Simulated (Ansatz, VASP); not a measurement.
This is a calculation of BAs for Ansatz 0.2.0.

File input.yaml:

```yaml
crystal:
  lattice:
    - [0.0, 2.3724693156, 2.3724693156]
    - [2.3724693156, 0.0, 2.3724693156]
    - [2.3724693156, 2.3724693156, 0.0]
  atoms:
    - { symbol: As, position: [0.75, 0.75, 0.75] }
    - { symbol: B, position: [0.0, 0.0, 0.0] }
hamiltonian:
  xc:
    exchange: hjs_pbesol
    correlation: pbesol
    exx: { coeff: 0.25, omega: 0.207 }
  pseudopotentials: { kind: paw }
kpoints:
  mp_grid: { grid: [5, 5, 5] }
scf:
  occupations: { method: fermi_dirac, width: 0.05 }
output:
  forces: true
  stress: true
  eigenvalues: true
```

Potentials or basis: Ansatz PAW.

The run is started by

```bash
$ ansatz run input.yaml --threads 2 --pin off --max-ram 5632MiB --backend cpu --events-out ev --progress --plain --runs-dir out
```

Set up the same calculation for VASP 6.6.1. Potentials there: VASP PAW PBE potentials, release 64 (As, B).

As run (the cutoff follows the program's own potentials):

POSCAR

```
BAs
1.0
    0.0000000000      2.3724693156      2.3724693156
    2.3724693156      0.0000000000      2.3724693156
    2.3724693156      2.3724693156      0.0000000000
As B
1 1
Direct
    0.7500000000      0.7500000000      0.7500000000
    0.0000000000      0.0000000000      0.0000000000
```

INCAR.step1

```
SYSTEM = BAs
  PREC = Accurate
  ENCUT = 520
  EDIFF = 1E-5
  ISMEAR = -1
  SIGMA = 0.05
  LREAL = .FALSE.
  LASPH = .TRUE.
  NELM = 60
  ALGO = Normal
  ISIF = 2
  LWAVE = .TRUE.
  LCHARG = .FALSE.
  GGA = PE
  NBANDS = 11
```

Contents of INCAR.step2:

```
SYSTEM = BAs
  PREC = Accurate
  ENCUT = 520
  EDIFF = 1E-7
  ISMEAR = -1
  SIGMA = 0.05
  LREAL = .FALSE.
  LASPH = .TRUE.
  NELM = 60
  ALGO = Normal
  ISIF = 2
  LWAVE = .FALSE.
  LCHARG = .FALSE.
  GGA = PS
  LHFCALC = .TRUE.
  AEXX = 0.25
  HFSCREEN = 0.207
  PRECFOCK = Normal
  ISTART = 1
  NBANDS = 11
```

Contents of KPOINTS:

```
regular mesh
0
G
  5 5 5
  0 0 0
```

Potentials or basis: VASP PAW PBE potentials, release 64 (As, B).

Command:

```bash
$ cat potpaw_PBE.64/As/POTCAR potpaw_PBE.64/B/POTCAR > POTCAR
$ cp INCAR.step1 INCAR
$ mpirun -np 1 vasp_std > vasp.out
$ cp INCAR.step2 INCAR
$ mpirun -np 1 vasp_std > vasp.out
```

Both were run:

|  | VASP | Ansatz | Ansatz less VASP |
| --- | --- | --- | --- |
| gap on the k mesh at the Fermi level (eV) | 1.77 | 1.76 | -0.006 |
| least direct gap on the mesh (eV) | 4.13 | 4.13 | +0.004 |
| pressure (GPa) | 0.4 | 0.3 | -0.10 |

VASP's potentials were made for PBE, not for PBEsol-based screened hybrid. VASP's potentials hold 8 valence electrons a cell and Ansatz's 18, so a difference there can come from the potentials and not from the codes.

The k mesh is coarse, so the values compare programs but aren't converged. Noted on Ansatz's run: odd divisions of the mesh miss points on the zone boundary, where band edges often lie, so the gap on the mesh can be too wide.
